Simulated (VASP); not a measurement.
# Sn2PbS3: single point with PBE

Sn2PbS3:

```
Sn Pb S
1.0
    -2.10353    2.10353    8.92454
     2.10353   -2.10353    8.92454
     2.10353    2.10353   -8.92454
Sn Pb S
2 1 3
Direct
  0.66667 0.66667 0.00000
  0.33333 0.33333 0.00000
  0.00000 0.00000 0.00000
  0.83333 0.83333 0.00000
  0.50000 0.50000 0.00000
  0.16667 0.16667 0.00000
```

```
Program             : VASP 6.6.1
Task                : single point
Functional          : PBE
Potentials or basis : VASP PAW PBE potentials, release 64 (Sn_d, Pb_d, S)
Cutoff              : 520 eV
k mesh              : 6 × 6 × 6
Occupations         : gaussian, width 0.1 eV
Spin                : no spin polarisation
```

```
Pressure               : -1.2 GPa
Largest force          : 0.203 eV/Å
Band gap on the k mesh : 0.11 eV, direct
```

Forces on the atoms (eV/Å):
```
Sn   0.000  0.000  0.014
Sn   0.000  0.000 -0.014
Pb   0.000  0.000  0.000
S    0.000  0.000 -0.203
S    0.000  0.000  0.000
S    0.000  0.000  0.203
```

Levels at points of the mesh, in eV from the valence-band top:
```tsv
k point	band 28	band 29	band 30	band 31	band 32	band 33
(0.00, 0.00, 0.00)	-2.45	-2.45	-2.45	3.18	3.31	3.59
(0.50, 0.00, 0.00)	-0.96	-0.63	0.00	0.11	0.76	0.87
(0.50, 0.50, 0.00)	-3.70	-2.06	-1.95	2.53	2.74	3.32
(0.50, 0.50, 0.50)	-2.79	-1.35	-1.25	1.74	1.96	3.30
```

Run time: 5.1 min on 1 thread of Intel(R) Xeon(R) 6975P-C (Granite Rapids), with other jobs on the host, peak memory 0.75 GiB.

Caveat: spin-orbit coupling is left out, which moves the levels of the heavy elements. A k mesh can miss the band edges.
